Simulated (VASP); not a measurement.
# CdSe (R3m) in VASP: settings compared, part 2 of 2

VASP 6.6.1. Earlier steps stand in the parts before.

## Step 5: Single point, r2SCAN (epitaxial 111 strain +3.0%)

Contents of POSCAR:

```
CdSe
1.0
   -0.1153037606      3.0445106338      3.0445106338
    3.0445106338     -0.1153037606      3.0445106338
    3.0445106338      3.0445106338     -0.1153037606
Cd Se
1 1
Direct
   -0.0037239811     -0.0037239811     -0.0037239811
    0.2537239811      0.2537239811      0.2537239811
```

Contents of INCAR.step1:

```
SYSTEM = CdSe
PREC = Accurate
ENCUT = 520
ISMEAR = 0
SIGMA = 0.01
LREAL = .False.
LASPH = .True.
NELM = 100
NBANDS = 16
GGA = PE
ALGO = Normal
EDIFF = 1E-4
LWAVE = .True.
LCHARG = .False.
```

Contents of INCAR.step2:

```
SYSTEM = CdSe
PREC = Accurate
ENCUT = 520
EDIFF = 1E-6
ISMEAR = 0
SIGMA = 0.01
LREAL = .False.
LASPH = .True.
NELM = 100
ALGO = Normal
ISIF = 2
LWAVE = .False.
LCHARG = .False.
METAGGA = R2SCAN
LMIXTAU = .True.
NBANDS = 16
ISTART = 1
```

Contents of KPOINTS:

```
regular mesh
0
Gamma
  8 8 8
  0 0 0
```

Potentials or basis: VASP PAW PBE potentials, release 64 (Cd, Se).

Launch:

```bash
> cat potpaw_PBE.64/Cd/POTCAR potpaw_PBE.64/Se/POTCAR > POTCAR
> cp INCAR.step1 INCAR
> mpirun -np 1 vasp_std > vasp.out
> cp INCAR.step2 INCAR
> mpirun -np 1 vasp_std > vasp.out
```

OUTCAR:

```text
SYSTEM = CdSe
   PREC = Accurate
   ENCUT = 520
   EDIFF = 1E-6
   ISMEAR = 0
   LREAL = .False.
   LASPH = .True.
   NELM = 100
   ISIF = 2
   METAGGA = R2SCAN
   ISTART = 1

 ion  position               nearest neighbor table
   1  0.996  0.996  0.996-   2 2.66   2 2.70   2 2.70   2 2.70
   2  0.254  0.254  0.254-   1 2.66   1 2.70   1 2.70   1 2.70

  LATTYP: Found a trigonal (rhomboedric) cell.
 ALAT       =     4.3071318712
 COS(alpha) =     0.4617961392

  Lattice vectors:

 A1 = (  -0.1153037606,   3.0445106338,   3.0445106338)
 A2 = (   3.0445106338,  -0.1153037606,   3.0445106338)
 A3 = (   3.0445106338,   3.0445106338,  -0.1153037606)

Analysis of symmetry for initial positions (statically):
=====================================================================
 Subroutine PRICEL returns:
 Original cell was already a primitive cell.

 Routine SETGRP: Setting up the symmetry group for a
 trigonal (rhombohedral) supercell.

 Subroutine GETGRP returns: Found  6 space group operations
 (whereof  6 operations were pure point group operations)
 out of a pool of 12 trial point group operations.

The static configuration has the point symmetry C_3v.

Analysis of symmetry for dynamics (positions and initial velocities):
[... 160 lines left out ...]

 val. band max:        0.3138689025   @ k =   0.0000   0.0000   0.0000
 cond. band min:       1.1295914326   @ k =   0.0000   0.0000   0.0000
 fundamental gap:      0.8157225301
 Fermi energy:         0.3650332517

 k-point     1 :       0.0000    0.0000    0.0000
  band No.  band energies     occupation
      1     -12.4937      2.00000
      2      -7.7984      2.00000
      3      -7.7984      2.00000
      4      -7.7873      2.00000
      5      -7.4618      2.00000
      6      -7.4618      2.00000
[... 433 lines left out ...]
      3      -7.7155      2.00000
      4      -7.5093      2.00000
      5      -7.4750      2.00000
      6      -7.4120      2.00000
[... 8 lines left out ...]
     15      11.5933      0.00000
     16      12.3275      0.00000

 [... further k-points ...]

------------------------ aborting loop because EDIFF is reached ----------------------------------------

  FORCE on cell =-STRESS in cart. coord.  units (eV):
  Direction    XX          YY          ZZ          XY          YZ          ZX
  --------------------------------------------------------------------------------------
  -------------------------------------------------------------------------------------
  Total       -0.5398683     -0.5398683     -0.5398683      0.3130629      0.3130629      0.3130629
  in kB      -14.5020892    -14.5020892    -14.5020892      8.4095814      8.4095814      8.4095814
  external PRESSURE =     -14.5020892 kB  Pullay stress =       0.0000000 kB

 VOLUME and BASIS-vectors are now :
 -----------------------------------------------------------------------------
  energy-cutoff  :      520.00
  volume of cell :       59.64
      direct lattice vectors                 reciprocal lattice vectors
    -0.115303761  3.044510634  3.044510634    -0.155182874  0.161291411  0.161291411
     3.044510634 -0.115303761  3.044510634     0.161291411 -0.155182874  0.161291411
     3.044510634  3.044510634 -0.115303761     0.161291411  0.161291411 -0.155182874

 POSITION                                       TOTAL-FORCE (eV/Angst)
 -----------------------------------------------------------------------------------
      5.95147      5.95147      5.95147        -0.007523     -0.007523     -0.007523
      1.51568      1.51568      1.51568         0.007523      0.007523      0.007523
 -----------------------------------------------------------------------------------
    total drift:                               -0.000224     -0.000224     -0.000224

  FREE ENERGIE OF THE ION-ELECTRON SYSTEM (eV)
  ---------------------------------------------------
  free  energy   TOTEN  =       -35.8910474946 eV

  energy  without entropy=      -35.8910474946  energy(sigma->0) =      -35.89104749
```

OUTCAR.step1:

```text
SYSTEM = CdSe
   PREC = Accurate
   ENCUT = 520
   ISMEAR = 0
   LREAL = .False.
   LASPH = .True.
[... 678 lines left out ...]
      5.95147      5.95147      5.95147        -0.010140     -0.010140     -0.010140
      1.51568      1.51568      1.51568         0.010140      0.010140      0.010140
 -----------------------------------------------------------------------------------
    total drift:                               -0.000039     -0.000039     -0.000039

  FREE ENERGIE OF THE ION-ELECTRON SYSTEM (eV)
  ---------------------------------------------------
  free  energy   TOTEN  =        -5.4830812562 eV

  energy  without entropy=       -5.4830812562  energy(sigma->0) =       -5.48308126
```

OSZICAR.step1:

```text
N       E                     dE             d eps       ncg     rms          rms(c)
DAV:   1     0.105584874090E+03    0.10558E+03   -0.86669E+03  2104   0.996E+02
DAV:   2    -0.175668816316E+01   -0.10734E+03   -0.10125E+03  2504   0.246E+02
DAV:   3    -0.585534153517E+01   -0.40987E+01   -0.40909E+01  2448   0.497E+01
DAV:   4    -0.587311006024E+01   -0.17769E-01   -0.17768E-01  2688   0.329E+00
DAV:   5    -0.587322394108E+01   -0.11388E-03   -0.11388E-03  2464   0.228E-01    0.548E+00
DAV:   6    -0.550297524304E+01    0.37025E+00   -0.56707E-01  3168   0.853E+00    0.444E+00
DAV:   7    -0.548195200385E+01    0.21023E-01   -0.13682E-01  2416   0.244E+00    0.196E+00
DAV:   8    -0.548279275444E+01   -0.84075E-03   -0.12255E-02  2416   0.131E+00    0.242E-01
DAV:   9    -0.548301033518E+01   -0.21758E-03   -0.13481E-03  2576   0.445E-01    0.496E-02
DAV:  10    -0.548308125622E+01   -0.70921E-04   -0.14301E-04  2160   0.145E-01
   1 F= -.54830813E+01 E0= -.54830813E+01  d E =-.440121E-13
```

It took 1.9 min on 1 thread of Intel Xeon Platinum 8488C (Sapphire Rapids), shared host; peak memory 0.23 GiB.

What came out:

```yaml
Free_energy: -35.8910 eV
Pressure: -1.5 GPa
Largest_force: 0.013 eV/Å
Band_gap_on_the_k_mesh: 0.82 eV, direct
```

Forces on the atoms (eV/Å):
```
Cd  -0.008 -0.008 -0.008
Se   0.008  0.008  0.008
```

Stress tensor (GPa, compression positive):
```
-1.45  0.84  0.84
 0.84 -1.45  0.84
 0.84  0.84 -1.45
```

Levels at points of the mesh, in eV from the valence-band top:
| k point | band 7 | band 8 | band 9 | band 10 | band 11 | band 12 |
| --- | --- | --- | --- | --- | --- | --- |
| (0.00, 0.00, 0.00) | -0.19 | -0.19 | 0.00 | 0.82 | 6.16 | 6.16 |
| (0.50, 0.00, 0.00) | -4.23 | -0.84 | -0.64 | 2.76 | 6.86 | 6.89 |
| (0.50, 0.50, 0.00) | -3.93 | -1.95 | -1.64 | 3.30 | 4.09 | 9.13 |
| (0.50, 0.50, 0.50) | -4.07 | -0.93 | -0.93 | 2.33 | 6.50 | 6.50 |

Caveat: the cell differs from its parent crystal (epitaxial 111 strain +3.0%); the PAW data sets were made with another functional, which shifts forces and pressure a little.

## Step 6: Overview

```csv
level,cell,k mesh,gap on the mesh (eV),pressure (GPa),largest force (eV/Å)
PBE,"a = 4.307 Å, angles 62.5°, 2 atoms",4 × 4 × 4,0.38,0.2,0.01
PBE,"a = 4.298 Å, angles 63.3°, 2 atoms",4 × 4 × 4,0.38,-0.2,0.01
r2SCAN,"a = 4.375 Å, angles 57.5°, 2 atoms",8 × 8 × 8,0.96,2.0,-
r2SCAN,"a = 4.307 Å, angles 62.5°, 2 atoms",8 × 8 × 8,0.82,-1.5,0.01
```

Alike in all rows: task single point; potentials or basis VASP PAW PBE potentials, release 64 (Cd, Se); no spin polarisation; cutoff (eV) 520; smearing gaussian 0.01 eV.

Caveats: some runs use coarse meshes; the PAW data sets were made with another functional, which shifts forces and pressure a little (some runs).

Total energies depend on the potentials used, so only differences within one code and one set of settings carry meaning.
